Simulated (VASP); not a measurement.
Here is a VASP 6.6.1 calculation.

INCAR

```
PREC = Accurate ; ENCUT = 520
EDIFF = 1E-7 ; ISMEAR = 0
SIGMA = 0.15 ; LREAL = F
LASPH = T ; NELM = 100
ALGO = Fast ; ISIF = 2
LWAVE = F ; LCHARG = F
GGA = PS ; NBANDS = 12
```

The input KPOINTS:

```
Automatic mesh
0
Gamma
  20 20 20
```

File POSCAR:

```
Ti
1.0
    0.0000000000      2.0300000000      2.1010500000
    2.0300000000      0.0000000000      2.1010500000
    2.0300000000      2.0300000000      0.0000000000
Ti
1
Direct
    0.0000000000      0.0000000000      0.0000000000
```

Potentials or basis: VASP PAW PBE potentials, release 64 (Ti_sv).

Command:

```sh
$ cat potpaw_PBE.64/Ti_sv/POTCAR > POTCAR
$ mpirun -np 1 vasp_std > vasp.out
```

**Question.** Estimate the band gap on the k mesh.

**Answer.** Zero (band 6 reaches 8.92 eV, above the bottom of band 7 at 7.64 eV).

**Question.** What does it give for the pressure?

**Answer.** -4.2 GPa.

Stress tensor (GPa, compression positive):
```
-3.81  0.00  0.00
 0.00 -3.81  0.00
 0.00  0.00 -5.00
```

Caveat: the cell differs from its parent crystal (strain +0.0350 x Voigt [0, 0, 1, 0, 0, 0]); the PAW data sets were made with another functional, which shifts forces and pressure a little.
